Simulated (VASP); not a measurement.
Input of a VASP 6.6.1 run:

File POSCAR:

```
Al
1.0
    2.8642811953      0.0000000000      0.0000000000
   -1.4321405977      2.4805402787      0.0000000000
    0.0000000000      0.0000000000      4.6401355364
Al
2
Direct
    0.1933333333      0.5966666667      0.1450000000
    0.8066666667      0.4033333333      0.8550000000
```

INCAR.step1

```
SYSTEM = Al
PREC     = Accurate       ! precision mode
ENCUT    = 520            ! plane-wave cutoff, eV
ISMEAR   = -1             ! smearing method
SIGMA    = 0.05           ! smearing width, eV
LREAL    = .FALSE.        ! projectors in reciprocal space
LASPH    = .TRUE.         ! aspherical terms in the spheres
NELM     = 100            ! most SCF steps
NBANDS   = 10             ! bands
GGA      = PE             ! functional
ALGO     = Normal         ! electronic algorithm
EDIFF    = 1E-4           ! SCF threshold, eV
LWAVE    = .TRUE.         ! write WAVECAR
LCHARG   = .FALSE.        ! write CHGCAR
```

The input INCAR.step2:

```
SYSTEM = Al
PREC     = Accurate       ! precision mode
ENCUT    = 520            ! plane-wave cutoff, eV
EDIFF    = 1E-6           ! SCF threshold, eV
ISMEAR   = -1             ! smearing method
SIGMA    = 0.05           ! smearing width, eV
LREAL    = .FALSE.        ! projectors in reciprocal space
LASPH    = .TRUE.         ! aspherical terms in the spheres
NELM     = 100            ! most SCF steps
ALGO     = Normal         ! electronic algorithm
ISIF     = 2              ! what is computed and relaxed
LWAVE    = .FALSE.        ! write WAVECAR
LCHARG   = .FALSE.        ! write CHGCAR
METAGGA  = R2SCAN         ! meta-GGA
LMIXTAU  = .TRUE.       
NBANDS   = 10             ! bands
ISTART   = 1
```

KPOINTS

```
regular mesh
0
G
  12 12 7
  0 0 0
```

Potentials or basis: VASP PAW PBE potentials, release 64 (Al).

Run with:

```console
$ cat potpaw_PBE.64/Al/POTCAR > POTCAR
$ cp INCAR.step1 INCAR
$ mpirun -np 1 vasp_std > vasp.out
$ cp INCAR.step2 INCAR
$ mpirun -np 1 vasp_std > vasp.out
```

**Question.** What does it give for the band gap on the k mesh?

**Answer.** Zero (band 3 reaches 10.83 eV, above the bottom of band 4 at 6.01 eV).

**Question.** Predict the pressure.

**Answer.** 62.5 GPa.

Stress tensor (GPa, compression positive):
```
 47.18  25.38  70.98
 25.38  17.88  40.98
 70.98  40.98 122.56
```

Caveat: the cell differs from its parent crystal (shortest bond scaled by 0.58, partial waves polarizable); the PAW data sets were made with another functional, which shifts forces and pressure a little.
